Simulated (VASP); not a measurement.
Input of a VASP 6.6.1 run:

Contents of POSCAR:

```
Sr
1.0
    0.0000000000      2.9802437979      2.9802437979
    2.9802437979      0.0000000000      2.9802437979
    2.9802437979      2.9802437979      0.0000000000
Sr
1
Direct
    0.0000000000      0.0000000000      0.0000000000
```

File INCAR.step1:

```
ALGO = Normal ; EDIFF = 1E-4
ENCUT = 520 ; GGA = PE
ISMEAR = -1 ; LASPH = True
LCHARG = False ; LREAL = False
LWAVE = True ; NBANDS = 11
NELM = 80 ; PREC = Accurate
SIGMA = 0.05
```

File INCAR.step2:

```
ALGO = Normal ; EDIFF = 1E-6
ENCUT = 520 ; ISIF = 2
ISMEAR = -1 ; ISTART = 1
LASPH = True ; LCHARG = False
LMIXTAU = True ; LREAL = False
LWAVE = False ; METAGGA = R2SCAN
NBANDS = 11 ; NELM = 80
PREC = Accurate ; SIGMA = 0.05
```

Contents of KPOINTS:

```
k-points
0
Gamma
  6 6 6
```

Potentials or basis: VASP PAW PBE potentials, release 64 (Sr_sv).

Launch:

```console
$ cat potpaw_PBE.64/Sr_sv/POTCAR > POTCAR
$ cp INCAR.step1 INCAR
$ mpirun -np 1 vasp_std > vasp.out
$ cp INCAR.step2 INCAR
$ mpirun -np 1 vasp_std > vasp.out
```

Q: Predict the pressure.

A: 0.9 GPa.

Caveat: the PAW data sets were made with another functional, which shifts forces and pressure a little.
